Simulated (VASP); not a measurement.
**K: single point with PBEsol**

Crystal: K.

```
K
1.0
     4.31044    0.00000    0.00000
     0.00000    4.31044    0.00000
     0.00000    0.00000    4.31044
K
1
Direct
  0.00000 0.00000 0.00000
```

This isn't the form of K at room conditions, which is bcc.

```yaml
Program: VASP 6.6.1
Task: single point
Functional: PBEsol
Potentials_or_basis: VASP PAW PBE potentials, release 64 (K_sv)
Cutoff: 500 eV
k_mesh: 6 × 6 × 6
Occupations: fermi-dirac, width 0.1 eV
Spin: no spin polarisation
```

- Pressure: -0.1 GPa
- Band gap on the k mesh: zero (an odd number of electrons rules out a gap without spin polarisation)

Levels at points of the mesh, in eV from the Fermi level:
| k point | band 1 | band 2 | band 3 | band 4 | band 5 | band 6 | band 7 | band 8 | band 9 |
| --- | --- | --- | --- | --- | --- | --- | --- | --- | --- |
| (0.00, 0.00, 0.00) | -32.25 | -15.76 | -15.76 | -15.76 | -2.10 | 2.84 | 2.84 | 6.11 | 6.11 |
| (0.50, 0.00, 0.00) | -32.25 | -15.84 | -15.75 | -15.75 | -0.10 | 0.14 | 3.44 | 4.60 | 4.60 |
| (0.50, 0.50, 0.00) | -32.25 | -15.83 | -15.83 | -15.74 | 1.10 | 2.01 | 2.09 | 2.09 | 5.04 |
| (0.50, 0.50, 0.50) | -32.24 | -15.82 | -15.82 | -15.82 | 2.25 | 2.25 | 2.25 | 4.21 | 4.21 |

Run time: 8.7 s on 1 thread of Intel(R) Xeon(R) Platinum 8375C CPU @ 2.90GHz (Ice Lake), with other jobs on the host, peak memory 0.16 GiB.

Caveat: the PAW data sets were made with another functional, which shifts forces and pressure a little.
